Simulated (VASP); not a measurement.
# CdTe (F-43m) in VASP: notebook

CdTe is run at these levels: PBEsol; tasks: vibrations by perturbation theory.

Program: VASP 6.6.1. These are calculated values, not measurements. Logs are shortened: lines on timing, memory, paths and dates and some standing lists are left out, and cuts for length are marked.

### Step 1. The cell of the first run

Symmetry: F-43m, No. 216, cubic system. The conventional cell has a = 6.320 Å, b = 6.320 Å, c = 6.320 Å, α = 90.00°, β = 90.00°, γ = 90.00°. Within 3.6 Å of Cd (site symmetry -43m) lie 4 Te at 2.74 Å. Te (site symmetry -43m) has 4 Cd at 2.74 Å within 3.6 Å.

### Step 2. Vibrations by perturbation theory, PBEsol

INCAR

```
SYSTEM = CdTe
  PREC = Accurate
  ENCUT = 520
  EDIFF = 1E-8
  ISMEAR = 0
  SIGMA = 0.01
  LREAL = .False.
  LASPH = .True.
  NELM = 60
  ALGO = Normal
  ISIF = 2
  LWAVE = .False.
  LCHARG = .False.
  GGA = PS
  IBRION = 8
  NSW = 1
```

KPOINTS

```
Automatic mesh
0
Gamma
  6 6 6
  0 0 0
```

POSCAR

```
CdTe
1.0
    3.1598818372      3.1598818372      0.0000000000
   -3.1598818372      3.1598818372      0.0000000000
    0.0000000000      3.1598818372      3.1598818372
Cd Te
1 1
Direct
    0.0000000000      0.0000000000      0.0000000000
    0.7500000000      0.2500000000      0.5000000000
```

Potentials or basis: VASP PAW PBE potentials, release 64 (Cd, Te).

Run with:

```sh
cat potpaw_PBE.64/Cd/POTCAR potpaw_PBE.64/Te/POTCAR > POTCAR
mpirun -np 1 vasp_std > vasp.out
```

OUTCAR:

```text
SYSTEM = CdTe
   PREC = Accurate
   ENCUT = 520
   EDIFF = 1E-8
   ISMEAR = 0
   LREAL = .False.
   LASPH = .True.
   NELM = 60
   ISIF = 2
   GGA = PS
   IBRION = 8
   NSW = 1

 ion  position               nearest neighbor table
   1  0.000  0.000  0.000-   2 2.74   2 2.74   2 2.74   2 2.74
   2  0.750  0.250  0.500-   1 2.74   1 2.74   1 2.74   1 2.74

  LATTYP: Found a face centered cubic cell.
 ALAT       =     6.3197636744

  Lattice vectors:

 A1 = (   0.0000000000,   3.1598818372,   3.1598818372)
 A2 = (   3.1598818372,   0.0000000000,   3.1598818372)
 A3 = (   3.1598818372,   3.1598818372,   0.0000000000)

Analysis of symmetry for initial positions (statically):
=====================================================================
 Subroutine PRICEL returns:
 Original cell was already a primitive cell.

 Routine SETGRP: Setting up the symmetry group for a
 face centered cubic supercell.

 Subroutine GETGRP returns: Found 24 space group operations
 (whereof 24 operations were pure point group operations)
 out of a pool of 48 trial point group operations.

The static configuration has the point symmetry T_d .

Analysis of symmetry for dynamics (positions and initial velocities):
=====================================================================
 Subroutine PRICEL returns:
 Original cell was already a primitive cell.

 Routine SETGRP: Setting up the symmetry group for a
 face centered cubic supercell.

 Subroutine GETGRP returns: Found 24 space group operations
 (whereof 24 operations were pure point group operations)
 out of a pool of 48 trial point group operations.

The dynamic configuration has the point symmetry T_d .

 Subroutine INISYM returns: Found 24 space group operations
 (whereof 24 operations are pure point group operations),
 and found     1 'primitive' translations

----------------------------------------------------------------------------------------

[... 406 lines left out ...]

 VOLUME and BASIS-vectors are now :
 -----------------------------------------------------------------------------
  energy-cutoff  :      520.00
  volume of cell :       63.10
      direct lattice vectors                 reciprocal lattice vectors
     3.159881837  3.159881837  0.000000000     0.158233765  0.158233765 -0.158233765
    -3.159881837  3.159881837  0.000000000    -0.158233765  0.158233765 -0.158233765
     0.000000000  3.159881837  3.159881837     0.000000000  0.000000000  0.316467530

 POSITION                                       TOTAL-FORCE (eV/Angst)
 -----------------------------------------------------------------------------------
      0.00000      0.00000      0.00000        -0.000000      0.000000      0.000000
      1.57994      4.73982      1.57994         0.000000     -0.000000     -0.000000
 -----------------------------------------------------------------------------------
    total drift:                                0.000000      0.000000      0.000000

  FREE ENERGIE OF THE ION-ELECTRON SYSTEM (eV)
  ---------------------------------------------------
  free  energy   TOTEN  =        -5.4167024969 eV

  energy  without entropy=       -5.4167024969  energy(sigma->0) =       -5.41670250

[... ionic steps 2 to 3 ...]

--------------------------------------- Ionic step        4  -------------------------------------------

------------------------ aborting loop because EDIFF is reached ----------------------------------------

[... ionic steps 5 to 6 ...]

--------------------------------------- Ionic step        7  -------------------------------------------

 Free energy of the ion-electron system (eV)
  ---------------------------------------------------
  ---------------------------------------------------
  free energy    TOTEN  =        -0.04855614 eV

  energy without entropy =       -0.04855614

------------------------ aborting loop because EDIFF is reached ----------------------------------------

 INTERNAL STRAIN TENSOR  FOR ION    2  DIRECTION 1   (eV/Angst):
 -----------------------------------------------------------------------------
     0.01008  0.00000  0.00000
     0.00000 -0.01074  8.62561
     0.00000  8.62561 -0.01074

 INTERNAL STRAIN TENSOR FOR ION    2 for displacements in x,y,z  (eV/Angst):
          X           Y           Z          XY          YZ          ZX
  --------------------------------------------------------------------------------
  x     0.00000     0.00000    -0.00000     0.00000     8.62561     0.00000
  y     0.00000    -0.00000    -0.00000     0.00000     0.00000     8.62561
  z     0.00000    -0.00000     0.00000     8.62561     0.00000     0.00000

 SECOND DERIVATIVES (NOT SYMMETRIZED)
 ------------------------------------
               1X          1Y          1Z          2X          2Y          2Z
  1X    -5.917000   -0.000000    0.000000    5.917000    0.000000   -0.000000
  1Y     0.000000   -5.917000   -0.000000   -0.000000    5.917000    0.000000
  1Z     0.000000   -0.000000   -5.917000   -0.000000    0.000000    5.917000
  2X     5.883213    0.000000   -0.000000   -5.883213   -0.000000    0.000000
  2Y    -0.000000    5.883213    0.000000    0.000000   -5.883213   -0.000000
  2Z    -0.000000    0.000000    5.883213    0.000000   -0.000000   -5.883213

 Eigenvectors and eigenvalues of the dynamical matrix
 ----------------------------------------------------

   1 f  =    4.912542 THz    30.866411 2PiTHz  163.864757 cm-1    20.316631 meV
             X         Y         Z           dx          dy          dz
      0.000000  0.000000  0.000000     0.730115    0.000000    0.000000
      1.579941  4.739823  1.579941    -0.683324   -0.000000    0.000000
[... 21 lines left out ...]
   6 f/i=    0.007018 THz     0.044093 2PiTHz    0.234081 cm-1     0.029022 meV
             X         Y         Z           dx          dy          dz
      0.000000  0.000000  0.000000    -0.683324    0.000000    0.000000
      1.579941  4.739823  1.579941    -0.730115   -0.000000    0.000000

--------------------------------------------------------------------------------------------------------

 ELASTIC MODULI CONTR FROM IONIC RELAXATION (kBar)
 Direction    XX          YY          ZZ          XY          YZ          ZX
 --------------------------------------------------------------------------------
 XX          -0.0000      0.0000      0.0000     -0.0000     -0.0000     -0.0000
 YY           0.0000     -0.0000      0.0000      0.0000     -0.0000      0.0000
 ZZ           0.0000      0.0000     -0.0000     -0.0000      0.0000      0.0000
 XY          -0.0000      0.0000     -0.0000   -327.6946      0.0000      0.0000
 YZ          -0.0000     -0.0000      0.0000      0.0000   -327.6946     -0.0000
 ZX          -0.0000      0.0000      0.0000      0.0000      0.0000   -327.6946
 --------------------------------------------------------------------------------
```

stdout:

```text
POSCAR found type information on POSCAR CdTe
 POSCAR found :  2 types and       2 ions
 scaLAPACK will be used
 -----------------------------------------------------------------------------
|                                                                             |
|                                                                             |
|     You enforced a specific xc type in the INCAR file but a different       |
|     I HOPE YOU KNOW WHAT YOU ARE DOING!                                     |
|                                                                             |
 -----------------------------------------------------------------------------

 LDA part: xc-table for (Slater+PW92), standard interpolation
 POSCAR, INCAR and KPOINTS ok, starting setup
 FFT: planning ... GRIDC
 FFT: planning ... GRID_SOFT
 FFT: planning ... GRID
 WAVECAR not read
 entering main loop
 Linear response reoptimize wavefunctions to high precision
 Linear response DOF=           2
 Linear response progress:
 first order change of Fermi-energy   0.79601E-01
 force on displaced ion       1 direction 1 :  -5.917  -0.000   0.000
 Linear response progress:
 first order change of Fermi-energy  -0.80147E-01
 force on displaced ion       2 direction 1 :  -5.883  -0.000  -0.000
 Linear response finished
```

It took 68 s on 1 thread of Intel Xeon 6975P-C (Granite Rapids), shared host; peak memory 0.3 GiB.

What came out:

| Quantity | Value |
| --- | --- |
| Highest phonon frequency at Γ, LO-TO splitting left out | 164 cm⁻¹ |

Phonon frequencies in cm⁻¹ (negative: imaginary):
```csv
q point,frequencies
"(0.000, 0.000, 0.000)",0 0 0 164 164 164
```

Caveat: the cell wasn't relaxed at this level first, which shifts response properties; the PAW data sets were made with another functional, which shifts forces and pressure a little; spin-orbit coupling is left out, which moves the levels of the heavy elements.

### Step 3. Vibrations by perturbation theory, PBEsol

This run uses another cell than the first one, of 32.72 Å³/atom, 1.037 times its volume.

INCAR

```
PREC     = Accurate       # precision mode
ENCUT    = 520            # plane-wave cutoff, eV
EDIFF    = 1E-8           # SCF threshold, eV
ISMEAR   = 0              # smearing method
SIGMA    = 0.01           # smearing width, eV
LREAL    = F              # projectors in reciprocal space
LASPH    = T              # aspherical terms in the spheres
NELM     = 80             # most SCF steps
ALGO     = Normal         # electronic algorithm
ISIF     = 2              # what is computed and relaxed
LWAVE    = F              # write WAVECAR
LCHARG   = F              # write CHGCAR
GGA      = PS             # functional
NBANDS   = 16             # bands
IBRION   = 8              # ionic algorithm
NSW      = 1              # ionic steps
```

KPOINTS

```
regular mesh
0
Gamma
  6 6 6
```

POSCAR

```
CdTe
1.0
    3.1984000502      3.1984000502      0.0000000000
   -3.1984000502      3.1984000502      0.0000000000
    0.0000000000      3.1984000502      3.1984000502
Cd Te
1 1
Direct
    0.0000000000      0.0000000000      0.0000000000
    0.7500000000      0.2500000000      0.5000000000
```

Potentials or basis: VASP PAW PBE potentials, release 64 (Cd, Te).

Run with:

```sh
cat potpaw_PBE.64/Cd/POTCAR potpaw_PBE.64/Te/POTCAR > POTCAR
mpirun -np 1 vasp_std > vasp.out
```

OUTCAR:

```text
PREC = Accurate
   ENCUT = 520
   EDIFF = 1E-8
   ISMEAR = 0
   LREAL = F
   LASPH = T
   NELM = 80
   ISIF = 2
   GGA = PS
   IBRION = 8
   NSW = 1

 ion  position               nearest neighbor table
   1  0.000  0.000  0.000-   2 2.77   2 2.77   2 2.77   2 2.77
   2  0.750  0.250  0.500-   1 2.77   1 2.77   1 2.77   1 2.77

  LATTYP: Found a face centered cubic cell.
 ALAT       =     6.3968001004

  Lattice vectors:

 A1 = (   0.0000000000,   3.1984000502,   3.1984000502)
 A2 = (   3.1984000502,   0.0000000000,   3.1984000502)
 A3 = (   3.1984000502,   3.1984000502,   0.0000000000)

Analysis of symmetry for initial positions (statically):
=====================================================================
 Subroutine PRICEL returns:
 Original cell was already a primitive cell.

 Routine SETGRP: Setting up the symmetry group for a
 face centered cubic supercell.

 Subroutine GETGRP returns: Found 24 space group operations
 (whereof 24 operations were pure point group operations)
 out of a pool of 48 trial point group operations.

The static configuration has the point symmetry T_d .

Analysis of symmetry for dynamics (positions and initial velocities):
=====================================================================
 Subroutine PRICEL returns:
 Original cell was already a primitive cell.

 Routine SETGRP: Setting up the symmetry group for a
 face centered cubic supercell.

 Subroutine GETGRP returns: Found 24 space group operations
 (whereof 24 operations were pure point group operations)
 out of a pool of 48 trial point group operations.

The dynamic configuration has the point symmetry T_d .

 Subroutine INISYM returns: Found 24 space group operations
 (whereof 24 operations are pure point group operations),
 and found     1 'primitive' translations

----------------------------------------------------------------------------------------

                                     Primitive cell

  volume of cell :      65.4377

  direct lattice vectors                    reciprocal lattice vectors
     3.198400050  3.198400050  0.000000000     0.156328162  0.156328162 -0.156328162
    -3.198400050  3.198400050  0.000000000    -0.156328162  0.156328162 -0.156328162
     0.000000000  3.198400050  3.198400050     0.000000000  0.000000000  0.312656323

  length of vectors
     4.523220729  4.523220729  4.523220729     0.270768319  0.270768319  0.312656323

  position of ions in fractional coordinates (direct lattice)
     0.000000000  0.000000000  0.000000000
     0.750000000  0.250000000  0.500000000

  ion indices of the primitive-cell ions
   primitive index   ion index
                 1           1
                 2           2

----------------------------------------------------------------------------------------
[... 116 lines left out ...]
 fundamental gap:      0.7778274005
 Fermi energy:         2.6481338706

 k-point     1 :       0.0000    0.0000    0.0000
  band No.  band energies     occupation
      1      -8.8655      2.00000
      2      -5.8259      2.00000
      3      -5.8259      2.00000
      4      -5.8259      2.00000
      5      -5.5306      2.00000
      6      -5.5306      2.00000
[... 283 lines left out ...]
      5      -5.5170      2.00000
      6      -4.9272      2.00000
[... 8 lines left out ...]
     15      13.7867      0.00000
     16      14.0021      0.00000

------------------------ aborting loop because EDIFF is reached ----------------------------------------

  FORCE on cell =-STRESS in cart. coord.  units (eV):
  Direction    XX          YY          ZZ          XY          YZ          ZX
  --------------------------------------------------------------------------------------
  -------------------------------------------------------------------------------------
  Total        0.8931522      0.8931522      0.8931522      0.0000000     -0.0000000      0.0000000
  in kB       21.8679311     21.8679311     21.8679311      0.0000000     -0.0000000      0.0000000
  external PRESSURE =      21.8679311 kB  Pullay stress =       0.0000000 kB

 VOLUME and BASIS-vectors are now :
 -----------------------------------------------------------------------------
  energy-cutoff  :      520.00
  volume of cell :       65.44
      direct lattice vectors                 reciprocal lattice vectors
     3.198400050  3.198400050  0.000000000     0.156328162  0.156328162 -0.156328162
    -3.198400050  3.198400050  0.000000000    -0.156328162  0.156328162 -0.156328162
     0.000000000  3.198400050  3.198400050     0.000000000  0.000000000  0.312656323

 POSITION                                       TOTAL-FORCE (eV/Angst)
 -----------------------------------------------------------------------------------
      0.00000      0.00000      0.00000        -0.000000     -0.000000      0.000000
      1.59920      4.79760      1.59920         0.000000      0.000000      0.000000
 -----------------------------------------------------------------------------------
    total drift:                                0.000001      0.000000     -0.000000

  FREE ENERGIE OF THE ION-ELECTRON SYSTEM (eV)
  ---------------------------------------------------
  free  energy   TOTEN  =        -5.4629629459 eV

  energy  without entropy=       -5.4629629459  energy(sigma->0) =       -5.46296295

[... ionic steps 2 to 3 ...]

--------------------------------------- Ionic step        4  -------------------------------------------

------------------------ aborting loop because EDIFF is reached ----------------------------------------

[... ionic steps 5 to 6 ...]

--------------------------------------- Ionic step        7  -------------------------------------------

 Free energy of the ion-electron system (eV)
  ---------------------------------------------------
  ---------------------------------------------------
  free energy    TOTEN  =        -0.04871971 eV

  energy without entropy =       -0.04871971

------------------------ aborting loop because EDIFF is reached ----------------------------------------

 INTERNAL STRAIN TENSOR  FOR ION    2  DIRECTION 1   (eV/Angst):
 -----------------------------------------------------------------------------
     0.00885  0.00000  0.00000
     0.00000 -0.01017  7.17521
     0.00000  7.17521 -0.01017

 INTERNAL STRAIN TENSOR FOR ION    2 for displacements in x,y,z  (eV/Angst):
          X           Y           Z          XY          YZ          ZX
  --------------------------------------------------------------------------------
  x    -0.00000     0.00000     0.00000     0.00000     7.17521     0.00000
  y    -0.00000    -0.00000    -0.00000     0.00000     0.00000     7.17521
  z     0.00000     0.00000    -0.00000     7.17521     0.00000     0.00000

 SECOND DERIVATIVES (NOT SYMMETRIZED)
 ------------------------------------
               1X          1Y          1Z          2X          2Y          2Z
  1X    -5.178675    0.000000   -0.000000    5.178675   -0.000000    0.000000
  1Y    -0.000000   -5.178675    0.000000    0.000000    5.178675   -0.000000
  1Z    -0.000000    0.000000   -5.178675    0.000000   -0.000000    5.178675
  2X     5.194285   -0.000000    0.000000   -5.194285    0.000000   -0.000000
  2Y     0.000000    5.194285   -0.000000   -0.000000   -5.194285    0.000000
  2Z     0.000000   -0.000000    5.194285   -0.000000    0.000000   -5.194285

 Eigenvectors and eigenvalues of the dynamical matrix
 ----------------------------------------------------

   1 f  =    4.605241 THz    28.935582 2PiTHz  153.614303 cm-1    19.045738 meV
             X         Y         Z           dx          dy          dz
      0.000000  0.000000  0.000000    -0.728624   -0.000000   -0.000000
      1.599200  4.797600  1.599200     0.684914   -0.000000    0.000000
[... 21 lines left out ...]
   6 f/i=    0.003459 THz     0.021731 2PiTHz    0.115368 cm-1     0.014304 meV
             X         Y         Z           dx          dy          dz
      0.000000  0.000000  0.000000     0.383575   -0.530468    0.201450
      1.599200  4.797600  1.599200     0.408054   -0.564321    0.214306

--------------------------------------------------------------------------------------------------------

 ELASTIC MODULI CONTR FROM IONIC RELAXATION (kBar)
 Direction    XX          YY          ZZ          XY          YZ          ZX
 --------------------------------------------------------------------------------
 XX          -0.0000      0.0000      0.0000     -0.0000      0.0000      0.0000
 YY           0.0000     -0.0000     -0.0000     -0.0000     -0.0000      0.0000
 ZZ           0.0000     -0.0000     -0.0000      0.0000     -0.0000      0.0000
 XY          -0.0000     -0.0000      0.0000   -249.5581      0.0000     -0.0000
 YZ           0.0000     -0.0000     -0.0000      0.0000   -249.5581      0.0000
 ZX           0.0000      0.0000      0.0000     -0.0000      0.0000   -249.5581
 --------------------------------------------------------------------------------
```

Wall time 82 s (1 thread of Intel Xeon 6975P-C (Granite Rapids), shared host); peak memory 0.3 GiB.

What came out:

* Highest phonon frequency at Γ, LO-TO splitting left out: 154 cm⁻¹

Phonon frequencies in cm⁻¹ (negative: imaginary):
```
              q point        frequencies
(0.000, 0.000, 0.000)  0 0 0 154 154 154
```

Caveat: the cell wasn't relaxed at this level first, which shifts response properties; the PAW data sets were made with another functional, which shifts forces and pressure a little; spin-orbit coupling is left out, which moves the levels of the heavy elements.
